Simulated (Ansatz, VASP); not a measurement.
# One calculation of HfC, two programs

```xyz
4
Lattice="3.2632 -3.1939 0.0000 3.2632 3.1939 0.0000 0.0000 0.0000 3.1751" Properties=species:S:1:pos:R:3 pbc="T T T"
Hf    3.2632    0.0000    0.0000
Hf    0.0000    0.0000    0.0000
C     3.2632   -1.5970    1.5876
C     3.2632    1.5970    1.5875
```

Change from the starting cell: ordered vacancies on the cation sites of cuprite (Cmme, No. 67).

Alike in both runs: functional PBE; k mesh 4 × 4 × 4; occupations gaussian, width 0.1 eV; no spin polarisation.

Ansatz relaxed the structure, and its values are those at the end. VASP's run is a single point on that final structure, the one shown.

|  | VASP | Ansatz |
| --- | --- | --- |
| version | VASP 6.6.1 | Ansatz 0.2.0 |
| potentials or method | VASP PAW PBE potentials, release 64 (Hf_pv, C), cutoff 520 eV | scalar-relativistic, plane waves, PAW |
| valence electrons in the cell | 28 | 60 |

|  | VASP | Ansatz | Ansatz less VASP |
| --- | --- | --- | --- |
| gap on the k mesh at the Fermi level (eV) | none | none | - |
| pressure (GPa) | -0.1 | 0.0 | +0.13 |

A gap of «none» marks a metal or a gap that the smearing closes. The functional is the same, so the differences come from potentials, cutoffs and numerics. VASP's potentials hold 28 valence electrons a cell and Ansatz's 60, so a difference there can come from the potentials and not from the codes.

The k mesh is coarse, so the values compare programs but aren't converged. Neither program's run includes spin-orbit coupling.
